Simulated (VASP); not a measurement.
# Ca3As (P6/mmm) in VASP: a series of runs

Runs on Ca3As. Level: PBE. Tasks: single point, relaxation of cell and atoms.

All numbers are computed with VASP 6.6.1; they aren't measurements. Logs are shortened: lines on timing, memory, paths and dates and some standing lists are left out, and cuts for length are marked.

## 1. The cell of the first run

The structure is hexagonal, space group P6/mmm (No. 191). Conventional cell: a = 6.406 Å, b = 6.406 Å, c = 3.315 Å, α = 90.00°, β = 90.00°, γ = 120.00°. Within 4.2 Å of Ca (site symmetry mmm) lie 6 Ca at 3.20 to 3.31 Å and 4 As at 3.61 Å. As (site symmetry 6/mmm) has 2 As at 3.31 Å and 12 Ca at 3.61 Å within 4.4 Å.

The cell was generated, and may not be a known phase.

## 2. Single point, PBE

The input, INCAR:

```
SYSTEM = Ca3As
PREC = Accurate
ENCUT = 520
EDIFF = 1E-7
ISMEAR = 0
SIGMA = 0.1
LREAL = .False.
LASPH = .True.
NELM = 60
ALGO = Fast
ISIF = 2
LWAVE = .False.
LCHARG = .False.
GGA = PE
NBANDS = 26
```

The input, KPOINTS:

```
Automatic mesh
0
Gamma
  6 6 4
  0 0 0
```

The input, POSCAR:

```
Ca3As
1.0
    6.4062004863      0.0000000000      0.0000000000
   -3.2031002432      5.5479323629      0.0000000000
    0.0000000000      0.0000000000      3.3147103403
Ca As
3 1
Direct
    0.5000000000      0.0000000000      0.0000000000
    0.0000000000      0.5000000000      0.0000000000
    0.5000000000      0.5000000000      0.0000000000
    0.0000000000      0.0000000000      0.5000000000
```

Potentials or basis: VASP PAW PBE potentials, release 64 (Ca_sv, As).

Run with:

```bash
$ cat potpaw_PBE.64/Ca_sv/POTCAR potpaw_PBE.64/As/POTCAR > POTCAR
$ mpirun -np 1 vasp_std > vasp.out
```

OUTCAR:

```text
SYSTEM = Ca3As
   PREC = Accurate
   ENCUT = 520
   EDIFF = 1E-7
   ISMEAR = 0
   LREAL = .False.
   LASPH = .True.
   NELM = 60
   ISIF = 2
   GGA = PE

 ion  position               nearest neighbor table
   1  0.500  0.000  0.000-
   2  0.000  0.500  0.000-
   3  0.500  0.500  0.000-
   4  0.000  0.000  0.500-

  LATTYP: Found a hexagonal cell.
 ALAT       =     6.4062004863
 C/A-ratio  =     0.5174221986

  Lattice vectors:

 A1 = (   6.4062004863,   0.0000000000,   0.0000000000)
 A2 = (  -3.2031002432,   5.5479323629,   0.0000000000)
 A3 = (   0.0000000000,   0.0000000000,   3.3147103403)

Analysis of symmetry for initial positions (statically):
=====================================================================
 Subroutine PRICEL returns:
 Original cell was already a primitive cell.

 Routine SETGRP: Setting up the symmetry group for a
 hexagonal supercell.

 Subroutine GETGRP returns: Found 24 space group operations
 (whereof 24 operations were pure point group operations)
 out of a pool of 24 trial point group operations.

The static configuration has the point symmetry D_6h.

Analysis of symmetry for dynamics (positions and initial velocities):
=====================================================================
 Subroutine PRICEL returns:
 Original cell was already a primitive cell.

 Routine SETGRP: Setting up the symmetry group for a
 hexagonal supercell.

 Subroutine GETGRP returns: Found 24 space group operations
 (whereof 24 operations were pure point group operations)
 out of a pool of 24 trial point group operations.

The dynamic configuration has the point symmetry D_6h.

 Subroutine INISYM returns: Found 24 space group operations
 (whereof 24 operations are pure point group operations),
 and found     1 'primitive' translations

----------------------------------------------------------------------------------------

                                     Primitive cell

  volume of cell :     117.8087

  direct lattice vectors                    reciprocal lattice vectors
     6.406200486  0.000000000  0.000000000     0.156098767  0.090123665  0.000000000
    -3.203100243  5.547932363  0.000000000     0.000000000  0.180247331  0.000000000
     0.000000000  0.000000000  3.314710340     0.000000000  0.000000000  0.301685486

  length of vectors
     6.406200486  6.406200486  3.314710340     0.180247331  0.180247331  0.301685486

  position of ions in fractional coordinates (direct lattice)
     0.500000000  0.000000000  0.000000000
     1.000000000  0.500000000  0.000000000
     0.500000000  0.500000000  0.000000000
     0.000000000  0.000000000  0.500000000

  ion indices of the primitive-cell ions
   primitive index   ion index
                 1           1
                 2           2
                 3           3
                 4           4

----------------------------------------------------------------------------------------

 KPOINTS: Automatic mesh

Automatic generation of k-mesh.
 Grid dimensions read from file:
 generate k-points for:    6    6    4

 Generating k-lattice:

  Cartesian coordinates                     Fractional coordinates (reciprocal lattice)
     0.026016461  0.015020611  0.000000000     0.166666667  0.000000000  0.000000000
     0.000000000  0.030041222  0.000000000     0.000000000  0.166666667  0.000000000
     0.000000000  0.000000000  0.075421372     0.000000000  0.000000000  0.250000000

  Length of vectors
     0.030041222  0.030041222  0.075421372

  Shift w.r.t. Gamma in fractional coordinates (k-lattice)
     0.000000000  0.000000000  0.000000000

 Subroutine IBZKPT returns following result:
 ===========================================

 Found     21 irreducible k-points:

 Following reciprocal coordinates:
            Coordinates               Weight
  0.000000  0.000000  0.000000      1.000000
  0.166667  0.000000  0.000000      6.000000
  0.333333  0.000000  0.000000      6.000000
  0.500000  0.000000  0.000000      3.000000
  0.166667  0.166667  0.000000      6.000000
  0.333333  0.166667  0.000000     12.000000
[... 13 lines left out ...]
  0.333333  0.166667  0.500000     12.000000
  0.333333  0.333333  0.500000      2.000000
   k-points           NKPTS =     21   k-points in BZ     NKDIM =     21   number of bands    NBANDS=     26
   number of dos      NEDOS =    301   number of ions     NIONS =      4
   total plane-waves  NPLWV =  64512
   dimension x,y,z NGX =    48 NGY =   48 NGZ =   28
   dimension x,y,z NGXF=    96 NGYF=   96 NGZF=   56
   ions per type =               3   1
   NGX,Y,Z   is equivalent  to a cutoff of  12.46, 12.46, 14.04 a.u.
   NGXF,Y,Z  is equivalent  to a cutoff of  24.91, 24.91, 28.09 a.u.
 SYSTEM =  Ca3As
   PREC   = accura    normal or accurate (medium, high low for compatibility)
   ISTART =      0    job   : 0-new  1-cont  2-samecut
   ICHARG =      2    charge: 1-file 2-atom 10-const
   ISPIN  =      1    spin polarized calculation?
[... 30 lines left out ...]
   GGA     = PE    functional components
   LHFCALC =     F    Hartree Fock is set to
   AEXX    =    0.0000 exact exchange contribution
   IVDW    =     0    specifies the selected vdW correction
   LEPSILON=     F    determine dielectric tensor
   LRPA    =     F    only Hartree local field effects (RPA)
 non-spin polarized calculation
 RMM-DIIS sequential band-by-band and
 Gauss-broadening in eV      SIGMA  =   0.10
  energy-cutoff  :      520.00
  volume of cell :      117.81
 maximum number of plane-waves:      3198
 NGX is ok and might be reduce to    48
   NGX = 23   NGY = 23   NGZ = 13

 number of electron      35.0000004 magnetization

 Free energy of the ion-electron system (eV)
  ---------------------------------------------------
  ext. energy  EPLUGINS =         0.00000000
  ---------------------------------------------------
  free energy    TOTEN  =       -10.69496937 eV

  energy without entropy =      -10.68327247  energy(sigma->0) =      -10.68912092

 E-fermi :   3.1839     XC(G=0):  -8.8717

 val. band max:        3.1393624655   @ k =   0.0000   0.0000   0.2500
 cond. band min:       3.2275303356   @ k =   0.5000   0.0000   0.2500
 fundamental gap:      0.0881678701
 Fermi energy:         3.1838951501

 k-point     1 :       0.0000    0.0000    0.0000
  band No.  band energies     occupation
      1     -38.3492      2.00000
      2     -38.2671      2.00000
      3     -38.2671      2.00000
      4     -19.7366      2.00000
      5     -19.4933      2.00000
      6     -19.4933      2.00000
[... 18 lines left out ...]
     25       6.2425      0.00000
     26       6.9760      0.00000

 k-point     2 :       0.1667    0.0000    0.0000
  band No.  band energies     occupation
      1     -38.3444      2.00000
      2     -38.2720      2.00000
      3     -38.2671      2.00000
      4     -19.7049      2.00000
      5     -19.4885      2.00000
      6     -19.4710      2.00000
[... 18 lines left out ...]
     25       6.3267      0.00000
     26       7.0561      0.00000

 k-point     3 :       0.3333    0.0000    0.0000
  band No.  band energies     occupation
      1     -38.3320      2.00000
      2     -38.2846      2.00000
      3     -38.2671      2.00000
      4     -19.6331      2.00000
      5     -19.4609      2.00000
      6     -19.4101      2.00000
[... 18 lines left out ...]
     25       6.5459      0.00000
     26       6.7474      0.00000

 k-point     4 :       0.5000    0.0000    0.0000
  band No.  band energies     occupation
      1     -38.3220      2.00000
      2     -38.2947      2.00000
      3     -38.2672      2.00000
      4     -19.5960      2.00000
      5     -19.3752      2.00000
      6     -19.3614      2.00000
[... 18 lines left out ...]
     25       6.6238      0.00000
     26       6.7492      0.00000
[... 409 lines left out ...]
      1     -38.2984      2.00000
      2     -38.2453      2.00000
      3     -38.2320      2.00000
      4     -19.5945      2.00000
      5     -19.5342      2.00000
      6     -19.4642      2.00000
[... 18 lines left out ...]
     25       6.2901      0.00000
     26       6.3281      0.00000

 k-point    20 :       0.3333    0.1667    0.5000
  band No.  band energies     occupation
      1     -38.2852      2.00000
      2     -38.2587      2.00000
      3     -38.2320      2.00000
      4     -19.5260      2.00000
      5     -19.5166      2.00000
      6     -19.4818      2.00000
[... 18 lines left out ...]
     25       5.7482      0.00000
     26       6.3137      0.00000

 k-point    21 :       0.3333    0.3333    0.5000
  band No.  band energies     occupation
      1     -38.2720      2.00000
      2     -38.2720      2.00000
      3     -38.2320      2.00000
      4     -19.4992      2.00000
      5     -19.4992      2.00000
      6     -19.4470      2.00000
[... 18 lines left out ...]
     25       6.3193      0.00000
     26       6.3336      0.00000

------------------------ aborting loop because EDIFF is reached ----------------------------------------

  FORCE on cell =-STRESS in cart. coord.  units (eV):
  Direction    XX          YY          ZZ          XY          YZ          ZX
  --------------------------------------------------------------------------------------
  -------------------------------------------------------------------------------------
  Total        0.0289678      0.0289678      0.0333524     -0.0000000      0.0000000     -0.0000000
  in kB        0.3939565      0.3939565      0.4535865     -0.0000000      0.0000000     -0.0000000
  external PRESSURE =       0.4138332 kB  Pullay stress =       0.0000000 kB

 VOLUME and BASIS-vectors are now :
 -----------------------------------------------------------------------------
  energy-cutoff  :      520.00
  volume of cell :      117.81
      direct lattice vectors                 reciprocal lattice vectors
     6.406200486  0.000000000  0.000000000     0.156098767  0.090123665  0.000000000
    -3.203100243  5.547932363  0.000000000     0.000000000  0.180247331  0.000000000
     0.000000000  0.000000000  3.314710340     0.000000000  0.000000000  0.301685486

 POSITION                                       TOTAL-FORCE (eV/Angst)
 -----------------------------------------------------------------------------------
      3.20310      0.00000      0.00000        -0.000000      0.000000      0.000000
     -1.60155      2.77397      0.00000        -0.000000      0.000000      0.000000
      1.60155      2.77397      0.00000         0.000000      0.000000      0.000000
      0.00000      0.00000      1.65736        -0.000000      0.000000      0.000000
 -----------------------------------------------------------------------------------
    total drift:                               -0.000000      0.000000      0.000000

  FREE ENERGIE OF THE ION-ELECTRON SYSTEM (eV)
  ---------------------------------------------------
  free  energy   TOTEN  =       -10.6949693659 eV

  energy  without entropy=      -10.6832724696  energy(sigma->0) =      -10.68912092
```

It took 3.5 min on 1 thread of Intel Xeon 8259CL, shared host; peak memory 0.27 GiB.

What came out:

| Property | Result |
| --- | --- |
| Free energy | -10.6950 eV |
| Pressure | 0.0 GPa |
| Band gap on the k mesh | zero (an odd number of electrons rules out a gap without spin polarisation) |

Caveat: the k points lie up to 0.47 Å⁻¹ apart, too coarse for converged energies and pressures of a metal.

## 3. Relaxation of cell and atoms, PBE

The input, INCAR:

```
SYSTEM = Ca3As
PREC = Accurate ; ENCUT = 600
EDIFF = 1E-6 ; ISMEAR = 0
SIGMA = 0.1 ; LREAL = .False.
LASPH = .True. ; NELM = 100
ALGO = Fast ; ISIF = 3
LWAVE = .False. ; LCHARG = .False.
GGA = PE ; IBRION = 2
NSW = 90 ; EDIFFG = -0.04
```

The input, KPOINTS:

```
Automatic mesh
0
Gamma
  3 3 6
  0 0 0
```

POSCAR is that of step 2.

Potentials or basis: VASP PAW PBE potentials, release 64 (Ca_sv, As).

Run with:

```bash
$ cat potpaw_PBE.64/Ca_sv/POTCAR potpaw_PBE.64/As/POTCAR > POTCAR
$ mpirun -np 1 vasp_std > vasp.out
```

Wall time 6.1 min (1 thread of Intel Xeon 8259CL, shared host); peak memory 0.29 GiB.

The run converged. Its results:

- Free energy: -10.5067 eV
- Relaxed volume: 29.88 Å³/atom
- Relaxed cell: a = 6.514 Å, b = 6.514 Å, c = 3.252 Å, α = 90.00°, β = 90.00°, γ = 120.00°
- Space group after relaxing (to 0.1 Å): P6/mmm (No. 191)
- Energy gained by relaxing: 4.3 meV/atom
- Ionic steps: 5
- Pressure after relaxing: 0.0 GPa
- Band gap on the k mesh: zero (an odd number of electrons rules out a gap without spin polarisation)

The path:
| step | energy change (eV) | largest force (eV/Å) | pressure (GPa) | volume (Å³) |
| --- | --- | --- | --- | --- |
| 1 | 0.0000 | 0.0000 | 0.59 | 117.81 |
| 2 | -0.0130 | 0.0000 | 0.14 | 119.65 |
| 3 | -0.0158 | 0.0000 | -0.17 | 121.02 |
| 4 | -0.0167 | 0.0000 | -0.10 | 120.47 |
| 5 | -0.0172 | 0.0000 | 0.03 | 119.51 |

Final structure:
```
Ca As
1.0
     6.51408    0.00000    0.00000
    -3.25704    5.64136    0.00000
     0.00000    0.00000    3.25204
Ca As
3 1
Direct
  0.50000 0.00000 0.00000
  0.00000 0.50000 0.00000
  0.50000 0.50000 0.00000
  0.00000 0.00000 0.50000
```

Levels at points of the mesh, in eV from the Fermi level:
```
           k point  band 14  band 15  band 16  band 17  band 18  band 19  band 20  band 21
(0.00, 0.00, 0.00)    -3.14    -2.61    -2.61    -0.44    -0.44     0.57     0.65     1.47
(0.00, 0.00, 0.50)    -3.89    -1.84    -1.84    -0.85    -0.31     0.65     1.43     1.43
```

Caveat: the k points lie up to 0.37 Å⁻¹ apart in the final cell, too coarse for converged energies and pressures of a metal.

## 4. Relaxation of cell and atoms, PBE

This run uses another cell than the first one, of 23.29 Å³/atom.

The input, INCAR:

```
SYSTEM = Ca3As
  PREC = Accurate
  ENCUT = 600
  EDIFF = 1E-6
  ISMEAR = 0
  SIGMA = 0.1
  LREAL = .FALSE.
  LASPH = .TRUE.
  NELM = 80
  ALGO = Normal
  ISIF = 3
  LWAVE = .FALSE.
  LCHARG = .FALSE.
  GGA = PE
  IBRION = 2
  NSW = 90
  EDIFFG = -0.04
```

The input, KPOINTS:

```
Automatic mesh
0
G
  6 6 4
  0 0 0
```

The input, POSCAR:

```
Ca3As
1.0
    5.1525165800      0.0000000000      0.0000000000
   -2.5762582900      4.4622102500      0.0000000000
    0.0000000000      0.0000000000      4.0517577300
Ca As
3 1
Direct
    0.5000000000      0.0000000000      0.0000000000
    0.0000000000      0.5000000000      0.0000000000
    0.5000000000      0.5000000000      0.0000000000
    0.0000000000      0.0000000000      0.5000000000
```

Run with:

```bash
$ cat potpaw_PBE.64/Ca_sv/POTCAR potpaw_PBE.64/As/POTCAR > POTCAR
$ mpirun -np 1 vasp_std > vasp.out
```

Run time: 7.3 min. Hardware: 1 thread of Intel Xeon 8259CL, shared host; peak memory 0.26 GiB.

Results (log left out):

- Free energy: -10.6875 eV
- Relaxed volume: 29.51 Å³/atom
- Relaxed cell: a = 6.408 Å, b = 6.408 Å, c = 3.319 Å, α = 90.00°, β = 90.00°, γ = 120.00°
- Space group after relaxing (to 0.1 Å): P6/mmm (No. 191)
- Energy gained by relaxing: 933.6 meV/atom
- Ionic steps: 8
- Pressure after relaxing: 0.0 GPa
- Band gap on the k mesh: zero (an odd number of electrons rules out a gap without spin polarisation)

Step by step:
```tsv
step	energy change (eV)	largest force (eV/Å)	pressure (GPa)	volume (Å³)
1	0.0000	0.0000	9.44	93.16
2	-2.7632	0.0000	2.93	111.09
3	-3.1711	0.0000	-2.14	134.31
4	-3.7039	0.0000	-1.25	125.05
5	-3.7035	0.0000	-1.12	124.43
6	-3.7317	0.0000	-0.42	120.14
7	-3.7331	0.0000	-0.23	119.09
8	-3.7346	0.0000	0.00	118.03
```

Final structure:
```cif
data_structure
_symmetry_space_group_name_H-M 'P 1'
_symmetry_Int_Tables_number 1
_cell_length_a 6.4085
_cell_length_b 6.4085
_cell_length_c 3.3187
_cell_angle_alpha 90.000
_cell_angle_beta 90.000
_cell_angle_gamma 120.000
_cell_volume 118.03
loop_
_atom_site_label
_atom_site_type_symbol
_atom_site_fract_x
_atom_site_fract_y
_atom_site_fract_z
_atom_site_occupancy
Ca1 Ca 0.50000 0.00000 0.00000 1
Ca2 Ca 0.00000 0.50000 0.00000 1
Ca3 Ca 0.50000 0.50000 0.00000 1
As1 As 0.00000 0.00000 0.50000 1
```

Levels at points of the mesh, in eV from the Fermi level:
| k point | band 14 | band 15 | band 16 | band 17 | band 18 | band 19 | band 20 | band 21 |
| --- | --- | --- | --- | --- | --- | --- | --- | --- |
| (0.00, 0.00, 0.00) | -2.89 | -2.09 | -2.09 | -0.13 | -0.13 | 0.80 | 0.89 | 1.74 |
| (0.50, 0.00, 0.00) | -3.68 | -2.57 | -1.32 | -0.54 | 1.31 | 1.43 | 1.58 | 1.64 |
| (0.00, 0.00, 0.50) | -3.30 | -1.53 | -1.53 | -0.69 | -0.29 | 0.80 | 1.55 | 1.55 |
| (0.50, 0.00, 0.50) | -2.94 | -1.38 | -1.28 | -0.38 | 0.16 | 1.33 | 1.39 | 1.73 |

Caveat: the k points lie up to 0.47 Å⁻¹ apart in the final cell, too coarse for converged energies and pressures of a metal; the volume moved by over 15 % at a fixed basis, so the end points are rough.

## 5. Single point, PBE

This run uses another cell than the first one, of 29.74 Å³/atom.

The input, INCAR:

```
  PREC = Accurate
  ENCUT = 520
  EDIFF = 1E-6
  ISMEAR = 0
  SIGMA = 0.1
  LREAL = False
  LASPH = True
  NELM = 60
  ALGO = Fast
  ISIF = 2
  LWAVE = False
  LCHARG = False
  GGA = PE
  NBANDS = 26
```

The input, KPOINTS:

```
Automatic mesh
0
Gamma
  12 12 14
```

The input, POSCAR:

```
Ca3As
1.0
    6.4869347450      0.0000000000      0.0000000000
   -3.2434673725      5.6178502818      0.0000000000
    0.0000000000      0.0000000000      3.2643045619
Ca As
3 1
Direct
    0.5000000000      0.0000000000      0.0000000000
    0.0000000000      0.5000000000      0.0000000000
    0.5000000000      0.5000000000      0.0000000000
    0.0000000000      0.0000000000      0.5000000000
```

Run with:

```bash
$ cat potpaw_PBE.64/Ca_sv/POTCAR potpaw_PBE.64/As/POTCAR > POTCAR
$ mpirun -np 1 vasp_std > vasp.out
```

It took 12 min on 1 thread of Intel Xeon 8259CL, shared host; peak memory 0.53 GiB.

Results (log left out):

```yaml
Free_energy: -10.6759 eV
Pressure: 0.0 GPa
Band_gap_on_the_k_mesh: zero (an odd number of electrons rules out a gap without spin polarisation)
```

Levels at points of the mesh, in eV from the Fermi level:
| k point | band 14 | band 15 | band 16 | band 17 | band 18 | band 19 | band 20 | band 21 | band 22 | band 23 |
| --- | --- | --- | --- | --- | --- | --- | --- | --- | --- | --- |
| (0.00, 0.00, 0.00) | -3.12 | -2.51 | -2.51 | -0.41 | -0.41 | 0.61 | 0.64 | 1.48 | 1.48 | 1.73 |
| (0.50, 0.00, 0.00) | -3.97 | -2.95 | -1.58 | -0.84 | 1.08 | 1.12 | 1.31 | 1.37 | 1.47 | 2.25 |
| (0.00, 0.00, 0.50) | -3.75 | -1.80 | -1.80 | -0.86 | -0.35 | 0.65 | 1.42 | 1.42 | 2.92 | 2.93 |
| (0.50, 0.00, 0.50) | -3.45 | -1.59 | -1.55 | -0.54 | 0.04 | 1.01 | 1.11 | 1.60 | 1.65 | 1.80 |

## 6. The runs side by side

```csv
task,cell,k mesh,cutoff (eV),gap on the mesh (eV),pressure (GPa),relaxed volume (Å³/atom)
single point,"a = 6.406, b = 6.406, c = 3.315 Å, angles 90.0, 90.0, 120.0°, 4 atoms",6 × 6 × 4,520,none,0.0,-
relaxation of cell and atoms,"relaxed from a = 6.406, b = 6.406, c = 3.315 Å, angles 90.0, 90.0, 120.0°, 4 atoms",3 × 3 × 6,600,none,0.0,29.88
relaxation of cell and atoms,"relaxed from a = 5.153, b = 5.153, c = 4.052 Å, angles 90.0, 90.0, 120.0°, 4 atoms",6 × 6 × 4,600,none,0.0,29.51
single point,"a = 6.487, b = 6.487, c = 3.264 Å, angles 90.0, 90.0, 120.0°, 4 atoms",12 × 12 × 14,520,none,0.0,-
```

Alike in all rows: level PBE; potentials or basis VASP PAW PBE potentials, release 64 (Ca_sv, As); no spin polarisation; smearing gaussian 0.1 eV.

Caveats: some runs use coarse meshes; the volume moved by over 15 % at a fixed basis, so the end points are rough (at least some runs).

Absolute energies hang on the potentials; compare differences alone.

The gap in the log of VASP goes by the Fermi energy; the results here count the filled bands.